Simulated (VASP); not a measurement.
Here is a VASP 6.6.1 calculation.

Contents of INCAR:

```
PREC = Accurate
ENCUT = 500
EDIFF = 1E-7
ISMEAR = -1
SIGMA = 0.1
LREAL = False
LASPH = True
NELM = 120
ALGO = Normal
ISIF = 3
LWAVE = False
LCHARG = False
GGA = CA
IBRION = 2
NSW = 80
EDIFFG = -0.03
GGA_COMPAT = False
NELMIN = 4
```

File KPOINTS:

```
regular mesh
0
Gamma
  6 6 6
```

The input POSCAR:

```
Al
1.0
    0.0000000000      2.7850000000      2.7850000000
    2.7850000000      0.0000000000      2.7850000000
    2.7850000000      2.7850000000      0.0000000000
Al
2
Direct
    0.0000000000      0.0000000000      0.0000000000
    0.2500000000      0.2500000000      0.2500000000
```

Potentials or basis: VASP PAW LDA potentials, release 64 (Al).

The run is started by

```sh
$ cat potpaw_LDA.64/Al/POTCAR > POTCAR
$ mpirun -np 1 vasp_std > vasp.out
```

Q: Estimate the space group after relaxing (to 0.05 Å).

A: Fd-3m (No. 227).

Q: What does it give for the relaxed cell?

A: a = 4.205 Å, b = 4.205 Å, c = 4.205 Å, α = 60.00°, β = 60.00°, γ = 60.00°.

Final structure:
```
CELL_PARAMETERS angstrom
0.00000 2.97352 2.97352
2.97352 0.00000 2.97352
2.97352 2.97352 0.00000
ATOMIC_POSITIONS crystal
Al 0.00000 0.00000 0.00000
Al 0.25000 0.25000 0.25000
```
